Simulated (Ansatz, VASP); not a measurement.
## Two plane-wave programs on Si2Mo

```xyz
9
Lattice="4.5855 0.0000 0.0000 -2.2927 3.9711 0.0000 0.0000 0.0000 6.5798" Properties=species:S:1:pos:R:3 pbc="T T T"
Mo    1.1464    1.9856    5.4831
Mo   -1.1464    1.9856    1.0966
Mo    2.2927    0.0000    3.2899
Si    0.0000    1.3015    3.2899
Si    1.1656    3.3204    1.0966
Si    3.4583    0.6508    5.4831
Si    2.2927    2.6696    3.2899
Si    1.1272    0.6508    1.0966
Si   -1.1656    3.3204    5.4831
```

Alike in both runs: task relaxation of cell and atoms; functional PBEsol; dispersion D3(BJ); k mesh 7 × 7 × 4; occupations fermi-dirac, width 0.05 eV; no spin polarisation.

|  | VASP | Ansatz |
| --- | --- | --- |
| version | VASP 6.6.1 | Ansatz 0.2.0 |
| potentials or method | VASP PAW PBE potentials, release 64 (Mo_sv, Si) | Ansatz PAW |
| plane-wave cutoff (eV) | 600 | 420 |
| valence electrons in the cell | 66 | 66 |

Ansatz gave:

- gap on the k mesh at the Fermi level, each at its own relaxed structure (eV): 0.25
- relaxed volume (Å³/atom): 12.84
- relaxed length of the cell vector where the two differ most in proportion (Å): 6.509

Problem. What did VASP give for the same quantities?

Solution. gap on the k mesh at the Fermi level, each at its own relaxed structure (eV): 0.25; relaxed volume (Å³/atom): 12.86; relaxed length of the cell vector where the two differ most in proportion (Å): 6.513.

VASP's potentials were made for PBE, not for PBEsol.

Noted on Ansatz's run: odd divisions of the mesh miss points on the zone boundary, where band edges often lie, so the gap on the mesh can be too wide; the plane-wave basis is chosen anew once the cell has moved, so the energies of steps on either side of that aren't comparable.
